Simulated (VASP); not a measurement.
# Cu (I4/mmm) in VASP: further runs

Runs on Cu. Level: r2SCAN. Tasks: single point.

Program: VASP 6.6.1. These are calculated values, not measurements. Logs are shortened: lines on timing, memory, paths and dates and some standing lists are left out, and cuts for length are marked.

### Step 1. The cell of the first run

Symmetry: I4/mmm, No. 139, tetragonal system. The conventional cell has a = 2.895 Å, b = 2.895 Å, c = 2.739 Å, α = 90.00°, β = 90.00°, γ = 90.00°. Within 3.3 Å of Cu (site symmetry 4/mmm) lie 14 Cu at 2.46 to 2.90 Å.

### Step 2. Single point, r2SCAN

Contents of POSCAR:

```
Cu
1.0
   -1.4476911059      1.4476911059      1.3693140264
    1.4476911059     -1.4476911059      1.3693140264
    1.4476911059      1.4476911059     -1.3693140264
Cu
1
Direct
    0.0000000000      0.0000000000      0.0000000000
```

Contents of INCAR.step1:

```
PREC = Accurate
ENCUT = 520
ISMEAR = 0
SIGMA = 0.1
LREAL = False
LASPH = True
NELM = 100
NBANDS = 12
GGA = PE
ALGO = Normal
EDIFF = 1E-4
LWAVE = True
LCHARG = False
```

Contents of INCAR.step2:

```
PREC = Accurate
ENCUT = 520
EDIFF = 1E-6
ISMEAR = 0
SIGMA = 0.1
LREAL = False
LASPH = True
NELM = 100
ALGO = Normal
ISIF = 2
LWAVE = False
LCHARG = False
METAGGA = R2SCAN
LMIXTAU = True
NBANDS = 12
ISTART = 1
```

Contents of KPOINTS:

```
Automatic mesh
0
Gamma
  20 20 20
```

Potentials or basis: VASP PAW PBE potentials, release 64 (Cu).

Launch:

```
$ cat potpaw_PBE.64/Cu/POTCAR > POTCAR
$ cp INCAR.step1 INCAR
$ mpirun -np 1 vasp_std > vasp.out
$ cp INCAR.step2 INCAR
$ mpirun -np 1 vasp_std > vasp.out
```

OUTCAR:

```text
PREC = Accurate
   ENCUT = 520
   EDIFF = 1E-6
   ISMEAR = 0
   LREAL = False
   LASPH = True
   NELM = 100
   ISIF = 2
   METAGGA = R2SCAN
   ISTART = 1

 ion  position               nearest neighbor table
   1  0.000  0.000  0.000-

  LATTYP: Found a body centered tetragonal cell.
 ALAT       =     2.8953822118
 C/A-ratio  =     0.9458606334

  Lattice vectors:

 A1 = (  -1.4476911059,   1.4476911059,   1.3693140264)
 A2 = (   1.4476911059,  -1.4476911059,   1.3693140264)
 A3 = (   1.4476911059,   1.4476911059,  -1.3693140264)

Analysis of symmetry for initial positions (statically):
=====================================================================
 Subroutine PRICEL returns:
 Original cell was already a primitive cell.

 Routine SETGRP: Setting up the symmetry group for a
 body centered tetragonal supercell.

 Subroutine GETGRP returns: Found 16 space group operations
 (whereof 16 operations were pure point group operations)
 out of a pool of 16 trial point group operations.

The static configuration has the point symmetry D_4h.

Analysis of symmetry for dynamics (positions and initial velocities):
=====================================================================
 Subroutine PRICEL returns:
 Original cell was already a primitive cell.

 Routine SETGRP: Setting up the symmetry group for a
 body centered tetragonal supercell.

 Subroutine GETGRP returns: Found 16 space group operations
 (whereof 16 operations were pure point group operations)
 out of a pool of 16 trial point group operations.

The dynamic configuration has the point symmetry D_4h.

 Subroutine INISYM returns: Found 16 space group operations
 (whereof 16 operations are pure point group operations),
 and found     1 'primitive' translations

----------------------------------------------------------------------------------------

                                     Primitive cell

  volume of cell :      11.4793

  direct lattice vectors                    reciprocal lattice vectors
    -1.447691106  1.447691106  1.369314026     0.000000000  0.345377545  0.365146336
     1.447691106 -1.447691106  1.369314026     0.345377545  0.000000000  0.365146336
     1.447691106  1.447691106 -1.369314026     0.345377545  0.345377545  0.000000000

  length of vectors
     2.463055009  2.463055009  2.463055009     0.502610680  0.502610680  0.488437608

  position of ions in fractional coordinates (direct lattice)
     0.000000000  0.000000000  0.000000000

  ion indices of the primitive-cell ions
   primitive index   ion index
                 1           1

----------------------------------------------------------------------------------------

 KPOINTS: Automatic mesh

Automatic generation of k-mesh.
 Grid dimensions read from file:
 generate k-points for:   20   20   20

 Generating k-lattice:

  Cartesian coordinates                     Fractional coordinates (reciprocal lattice)
     0.000000000  0.017268877  0.018257317     0.050000000  0.000000000  0.000000000
     0.017268877  0.000000000  0.018257317     0.000000000  0.050000000  0.000000000
     0.017268877  0.017268877  0.000000000     0.000000000  0.000000000  0.050000000

  Length of vectors
     0.025130534  0.025130534  0.024421880

  Shift w.r.t. Gamma in fractional coordinates (k-lattice)
     0.000000000  0.000000000  0.000000000

 Subroutine IBZKPT returns following result:
 ===========================================

 Found    641 irreducible k-points:

 Following reciprocal coordinates:
            Coordinates               Weight
  0.000000  0.000000  0.000000      1.000000
  0.050000 -0.000000  0.000000      8.000000
  0.100000 -0.000000  0.000000      8.000000
  0.150000  0.000000  0.000000      8.000000
  0.200000 -0.000000  0.000000      8.000000
  0.250000  0.000000  0.000000      8.000000
[... 16 lines left out ...]
 -0.400000  0.050000 -0.000000     16.000000
 -0.350000  0.050000  0.000000     16.000000
 [... further k-points ...]
   k-points           NKPTS =    641   k-points in BZ     NKDIM =    641   number of bands    NBANDS=     12
   number of dos      NEDOS =    301   number of ions     NIONS =      1
   total plane-waves  NPLWV =   5832
   dimension x,y,z NGX =    18 NGY =   18 NGZ =   18
   dimension x,y,z NGXF=    36 NGYF=   36 NGZF=   36
   ions per type =               1
   NGX,Y,Z   is equivalent  to a cutoff of  12.15, 12.15, 12.15 a.u.
   NGXF,Y,Z  is equivalent  to a cutoff of  24.30, 24.30, 24.30 a.u.
 SYSTEM =  unknown system
   PREC   = accura    normal or accurate (medium, high low for compatibility)
   ISTART =      1    job   : 0-new  1-cont  2-samecut
   ICHARG =      0    charge: 1-file 2-atom 10-const
   ISPIN  =      1    spin polarized calculation?
   LNONCOLLINEAR =      F non collinear calculations
   LSORBIT =      F    spin-orbit coupling
   LASPH  =      T    aspherical Exc in radial PAW
   ENCUT  =  520.0 eV  38.22 Ry    6.18 a.u.   4.58  4.58  4.58*2*pi/ulx,y,z
   NELM   =    100;   NELMIN=  2; NELMDL=  0     # of ELM steps
   EDIFF  = 0.1E-05   stopping-criterion for ELM
   LREAL  =      F    real-space projection
[... 7 lines left out ...]
   TEBEG  =    0.0;   TEEND  =   0.0 temperature during run
   PSTRESS=    0.0 pullay stress
   NELECT =      11.0000    total number of electrons
   NUPDOWN=      -1.0000    fix difference up-down
   EMIN   =  10.00;   EMAX   =-10.00  energy-range for DOS
   EFERMI =   0.00;   METHOD = LEGACY
   ISMEAR =     0;   SIGMA  =   0.10  broadening in eV -4-tet -1-fermi 0-gaus
   EFERMI_NEDOS =   21; number of points for ismear=-14 and -15
   IALGO  =     38    algorithm
   IMIX   =      4    mixing-type and parameters
     AMIX     =   0.40;   BMIX     =  1.00
     AMIX_MAG =   1.60;   BMIX_MAG =  1.00
  volume/ion in A,a.u.               =      11.48        77.47
  Fermi-wavevector in a.u.,A,eV,Ry     =   1.613990  3.049998 35.442672  2.604963
  Thomas-Fermi vector in A             =   2.708971
   LORBIT       =      0    0 simple, 1 ext, 2 COOP (PROOUT), +10 PAW based schemes
   METAGGA = R2SCAN    functional components
   LHFCALC =     F    Hartree Fock is set to
   AEXX    =    0.0000 exact exchange contribution
   IVDW    =     0    specifies the selected vdW correction
   LEPSILON=     F    determine dielectric tensor
   LRPA    =     F    only Hartree local field effects (RPA)
 non-spin polarized calculation
 Gauss-broadening in eV      SIGMA  =   0.10
  energy-cutoff  :      520.00
  volume of cell :       11.48
 maximum number of plane-waves:       325
   NGX =  9   NGY =  9   NGZ =  9

 number of electron      11.0000002 magnetization

 Free energy of the ion-electron system (eV)
  ---------------------------------------------------
  ext. energy  EPLUGINS =         0.00000000
  ---------------------------------------------------
  free energy    TOTEN  =       -10.78968709 eV

  energy without entropy =      -10.78740163  energy(sigma->0) =      -10.78854436

 E-fermi :   7.7469     XC(G=0): -13.9411

 val. band max:        7.7431214956   @ k =   0.3000   0.1000   0.1000
 cond. band min:       7.7481740471   @ k =  -0.2500   0.4000   0.2000
 fundamental gap:      0.0050525515
 Fermi energy:         7.7469315691

 k-point     1 :       0.0000    0.0000    0.0000
  band No.  band energies     occupation
      1      -2.1397      2.00000
      2       4.2984      2.00000
      3       4.5275      2.00000
      4       4.5277      2.00000
      5       5.3585      2.00000
      6       5.5985      2.00000
      7      33.4702      0.00000
      8      33.4703      0.00000
      9      35.0522      0.00000
     10      37.7747      0.00000
     11      38.0202      0.00000
     12      38.0203      0.00000

 k-point     2 :       0.0500   -0.0000    0.0000
  band No.  band energies     occupation
      1      -2.0352      2.00000
      2       4.3071      2.00000
      3       4.5246      2.00000
      4       4.5376      2.00000
      5       5.3595      2.00000
      6       5.5829      2.00000
      7      32.8751      0.00000
      8      33.1805      0.00000
      9      34.1855      0.00000
     10      36.5047      0.00000
     11      36.8750      0.00000
     12      37.3244      0.00000

 k-point     3 :       0.1000   -0.0000    0.0000
  band No.  band energies     occupation
      1      -1.7247      2.00000
      2       4.2939      2.00000
      3       4.5114      2.00000
      4       4.6064      2.00000
      5       5.3625      2.00000
      6       5.5455      2.00000
      7      30.8982      0.00000
      8      32.5130      0.00000
      9      32.6558      0.00000
     10      34.7990      0.00000
     11      35.8692      0.00000
     12      37.0946      0.00000
[... 286 lines left out ...]
 k-point    23 :      -0.4000    0.0500   -0.0000
  band No.  band energies     occupation
      1       2.1017      2.00000
      2       3.7154      2.00000
      3       5.0165      2.00000
      4       5.4676      2.00000
      5       5.6733      2.00000
      6       6.1724      2.00000
      7      16.4063      0.00000
      8      25.4122      0.00000
      9      26.8818      0.00000
     10      30.8456      0.00000
     11      34.0393      0.00000
     12      43.1699      0.00000

 k-point    24 :      -0.3500    0.0500    0.0000
  band No.  band energies     occupation
      1       1.5450      2.00000
      2       3.8154      2.00000
      3       4.5500      2.00000
      4       5.4406      2.00000
      5       5.5728      2.00000
      6       5.8242      2.00000
      7      18.7727      0.00000
      8      26.0258      0.00000
      9      27.7313      0.00000
     10      31.1852      0.00000
     11      34.3234      0.00000
     12      41.5654      0.00000

 [... further k-points ...]
[... 5 lines left out ...]
  --------------------------------------------------------------------------------------
  -------------------------------------------------------------------------------------
  Total        0.0517131      0.0517131      0.0433515      0.0000000     -0.0000000      0.0000000
  in kB        7.2176642      7.2176642      6.0506194      0.0000000     -0.0000000      0.0000000
  external PRESSURE =       6.8286492 kB  Pullay stress =       0.0000000 kB

 VOLUME and BASIS-vectors are now :
 -----------------------------------------------------------------------------
  energy-cutoff  :      520.00
  volume of cell :       11.48
      direct lattice vectors                 reciprocal lattice vectors
    -1.447691106  1.447691106  1.369314026     0.000000000  0.345377545  0.365146336
     1.447691106 -1.447691106  1.369314026     0.345377545  0.000000000  0.365146336
     1.447691106  1.447691106 -1.369314026     0.345377545  0.345377545  0.000000000

 POSITION                                       TOTAL-FORCE (eV/Angst)
 -----------------------------------------------------------------------------------
      0.00000      0.00000      0.00000        -0.000000      0.000000     -0.000000
 -----------------------------------------------------------------------------------
    total drift:                                0.000000      0.000000      0.000000

  FREE ENERGIE OF THE ION-ELECTRON SYSTEM (eV)
  ---------------------------------------------------
  free  energy   TOTEN  =       -10.7896870944 eV

  energy  without entropy=      -10.7874016270  energy(sigma->0) =      -10.78854436
```

Wall time 2.7 min (1 thread of Intel Xeon Platinum 8488C (Sapphire Rapids), shared host); peak memory 0.19 GiB.

What came out:

- Free energy: -10.7897 eV
- Pressure: 0.7 GPa

Stress tensor (GPa, compression positive):
```
0.72 0.00 0.00
0.00 0.72 0.00
0.00 0.00 0.61
```

Levels at points of the mesh, in eV from the Fermi level:
| k point | band 2 | band 3 | band 4 | band 5 | band 6 | band 7 | band 8 | band 9 | band 10 | band 11 |
| --- | --- | --- | --- | --- | --- | --- | --- | --- | --- | --- |
| (0.00, 0.00, 0.00) | -3.45 | -3.22 | -3.22 | -2.39 | -2.15 | 25.72 | 25.72 | 27.31 | 30.03 | 30.27 |
| (0.50, 0.00, 0.00) | -4.16 | -2.28 | -2.03 | -1.46 | -0.52 | 4.98 | 18.05 | 18.30 | 22.05 | 25.33 |
| (0.50, 0.50, 0.00) | -3.87 | -2.45 | -2.20 | -1.49 | -0.97 | 4.34 | 19.55 | 20.05 | 23.51 | 26.65 |
| (0.50, 0.50, 0.50) | -4.95 | -1.66 | -1.66 | -1.60 | 8.06 | 8.06 | 10.34 | 13.62 | 14.40 | 17.76 |

Caveat: the PAW data sets were made with another functional, which shifts forces and pressure a little.

### Step 3. Single point, r2SCAN (volume scaled by 1.03, then relaxed in part)

Contents of POSCAR:

```
Cu
1.0
   -1.4644409404      1.4644409404      1.3783146451
    1.4644409404     -1.4644409404      1.3783146451
    1.4644409404      1.4644409404     -1.3783146451
Cu
1
Direct
    0.0000000000      0.0000000000      0.0000000000
```

Contents of INCAR.step1:

```
PREC     = Accurate       # precision mode
ENCUT    = 520            # plane-wave cutoff, eV
ISMEAR   = 0              # smearing method
SIGMA    = 0.1            # smearing width, eV
LREAL    = False          # projectors in reciprocal space
LASPH    = True           # aspherical terms in the spheres
NELM     = 80             # most SCF steps
NBANDS   = 12             # bands
GGA      = PE             # functional
ALGO     = Normal         # electronic algorithm
EDIFF    = 1E-4           # SCF threshold, eV
LWAVE    = True           # write WAVECAR
LCHARG   = False          # write CHGCAR
```

Contents of INCAR.step2:

```
PREC     = Accurate       # precision mode
ENCUT    = 520            # plane-wave cutoff, eV
EDIFF    = 1E-6           # SCF threshold, eV
ISMEAR   = 0              # smearing method
SIGMA    = 0.1            # smearing width, eV
LREAL    = False          # projectors in reciprocal space
LASPH    = True           # aspherical terms in the spheres
NELM     = 80             # most SCF steps
ALGO     = Normal         # electronic algorithm
ISIF     = 2              # what is computed and relaxed
LWAVE    = False          # write WAVECAR
LCHARG   = False          # write CHGCAR
METAGGA  = R2SCAN         # meta-GGA
LMIXTAU  = True         
NBANDS   = 12             # bands
ISTART   = 1
```

Contents of KPOINTS:

```
regular mesh
0
Gamma
  20 20 20
```

Potentials or basis: VASP PAW PBE potentials, release 64 (Cu).

Launch:

```
$ cat potpaw_PBE.64/Cu/POTCAR > POTCAR
$ cp INCAR.step1 INCAR
$ mpirun -np 1 vasp_std > vasp.out
$ cp INCAR.step2 INCAR
$ mpirun -np 1 vasp_std > vasp.out
```

Run time: 3.2 min. Hardware: 1 thread of Intel Xeon Platinum 8488C (Sapphire Rapids), shared host; peak memory 0.2 GiB.

Results (log left out):

- Free energy: -10.7869 eV
- Pressure: -3.7 GPa

Levels at points of the mesh, in eV from the Fermi level:
| k point | band 4 | band 5 | band 6 | band 7 | band 8 | band 9 |
| --- | --- | --- | --- | --- | --- | --- |
| (0.00, 0.00, 0.00) | -3.11 | -2.34 | -2.09 | 25.35 | 25.35 | 27.09 |
| (0.50, 0.00, 0.00) | -1.97 | -1.44 | -0.42 | 4.84 | 17.76 | 17.89 |
| (0.50, 0.50, 0.00) | -2.15 | -1.47 | -0.90 | 4.15 | 19.39 | 19.75 |
| (0.50, 0.50, 0.50) | -1.63 | -1.56 | 7.88 | 7.88 | 10.32 | 13.36 |

Caveat: the PAW data sets were made with another functional, which shifts forces and pressure a little.
